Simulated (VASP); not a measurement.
Runs of VASP 6.6.1 on AsP2. The structure is that of space group Fd-3m (No. 227), or close to it. The cells are those of the table. 

```csv
task,cell,k mesh,gap on the mesh (eV),pressure (GPa),relaxed volume (Å³/atom)
single point,"a = 5.177 Å, angles 60.0°, 6 atoms",4 × 4 × 4,none,-0.2,-
relaxation of cell and atoms,"relaxed from a = 5.177 Å, angles 60.0°, 6 atoms",10 × 10 × 10,none,0.0,(a)
single point,"a = 5.402 Å, angles 60.0°, 6 atoms",4 × 4 × 4,none,-8.7,-
single point,"a = 5.164 Å, angles 60.0°, 6 atoms",10 × 10 × 10,none,-0.2,-
relaxation of cell and atoms,"relaxed from a = 5.402 Å, angles 60.0°, 6 atoms",4 × 4 × 4,none,0.1,16.29
```

Alike in all rows: level PBE; potentials or basis VASP PAW PBE potentials, release 64 (P, As); no spin polarisation; cutoff (eV) 500; smearing gaussian 0.1 eV.

Question: Fill in the values left out.

Answer: (a) 16.20.

Caveats: some runs use coarse meshes; the cell stands under tension (at least some runs).

A k mesh can miss the band edges, and the runs leave out spin-orbit coupling on As.

A gap of «none» marks levels without a gap at the run's occupations.
